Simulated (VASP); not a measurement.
Runs of VASP 6.6.1 on InP. The structure is that of space group I-4m2 (No. 119), or close to it. The cells are those of the table. 

| cell | gap on the mesh (eV) | pressure (GPa) |
| --- | --- | --- |
| a = 4.404, b = 4.404, c = 3.797 Å, angles 64.5, 64.5, 51.1°, 2 atoms | none | 0.3 |
| a = 4.060, b = 4.060, c = 4.375 Å, angles 57.4, 57.4, 65.2°, 2 atoms | 0.67 | 0.8 |
| a = 4.308, b = 4.308, c = 3.900 Å, angles 63.1, 63.1, 53.8°, 2 atoms | (b) | 0.8 |
| a = 4.220, b = 4.220, c = 4.015 Å, angles 61.6, 61.6, 56.8°, 2 atoms | (a) | 1.4 |
| a = 4.094, b = 4.094, c = 4.261 Å, angles 58.6, 58.6, 62.7°, 2 atoms | 0.90 | 1.4 |
| a = 4.035, b = 4.035, c = 4.784 Å, angles 53.6, 53.6, 72.7°, 2 atoms | none | -3.1 |
| a = 4.037, b = 4.037, c = 4.502 Å, angles 56.1, 56.1, 67.8°, 2 atoms | 0.35 | -0.1 |
| a = 4.029, b = 4.029, c = 4.652 Å, angles 54.7, 54.7, 70.5°, 2 atoms | none | -1.6 |
| a = 4.522, b = 4.522, c = 3.692 Å, angles 65.9, 65.9, 48.2°, 2 atoms | none | -0.2 |

Alike in all rows: task single point; level r2SCAN; potentials or basis VASP PAW PBE potentials, release 64 (In_d, P); no spin polarisation; k mesh 10 × 10 × 10; cutoff (eV) 520; smearing gaussian 0.05 eV.

**Question.** Estimate the missing entries.

**Answer.** (a) 0.93; (b) 0.53.

Caveats: the PAW data sets were made with another functional, which shifts forces and pressure a little; spin-orbit coupling is left out, which moves the levels of the heavy elements.

A k mesh can miss the band edges, and the runs leave out spin-orbit coupling on In.

A gap of «none» marks levels without a gap at the run's occupations.
